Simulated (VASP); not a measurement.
Wanted: the native input for a VASP 6.6.1 run.

```yaml
Task: single point
Functional: LDA
Potentials_or_basis: VASP PAW LDA potentials, release 64 (Zn, O)
Cutoff: 520 eV
k_mesh: 6 × 6 × 8
Occupations: gaussian, width 0.02 eV
Spin: no spin polarisation
Dipole_correction: no
Further_INCAR_settings: ALGO = Normal; EDIFF = 1e-06; NBANDS = 46
```

The structure of ZnO lies in POSCAR:

```
ZnO
1.0
    5.4399274625      0.0000000000      0.0000000000
    0.0000000000      5.4399274625      0.0000000000
    0.0000000000      0.0000000000      3.2037079916
Zn O
4 4
Direct
    0.1821704889      0.1821704889      0.5000000000
    0.8178295111      0.8178295111      0.5000000000
    0.6821704889      0.3178295111      0.0000000000
    0.3178295111      0.6821704889      0.0000000000
    0.8178998060      0.1821001940      0.5000000000
    0.1821001940      0.8178998060      0.5000000000
    0.6821001940      0.6821001940      0.0000000000
    0.3178998060      0.3178998060      0.0000000000
```

These files were run (other wordings do the same):

INCAR

```
SYSTEM = ZnO
  ALGO = Normal
  EDIFF = 1E-6
  ENCUT = 520
  ISIF = 2
  ISMEAR = 0
  LASPH = .True.
  LCHARG = .True.
  LELF = .True.
  LREAL = .False.
  LVHAR = .True.
  LWAVE = .False.
  NBANDS = 46
  NELM = 100
  PREC = Accurate
  SIGMA = 0.02
```

KPOINTS

```
k-points
0
Gamma
  6 6 8
  0 0 0
```

Potentials or basis: VASP PAW LDA potentials, release 64 (Zn, O).

Run with:

```bash
$ cat potpaw_LDA.64/Zn/POTCAR potpaw_LDA.64/O/POTCAR > POTCAR
$ mpirun -np 1 vasp_std > vasp.out
```

Results of the run:

```json
{
  "Pressure": "1.2 GPa",
  "Largest force": "0.003 eV/Å",
  "Band gap on the k mesh": "0.79 eV"
}
```

Wall time 71 s on 1 thread of Intel(R) Xeon(R) 6975P-C (Granite Rapids) (shared host), peak memory 0.27 GiB.
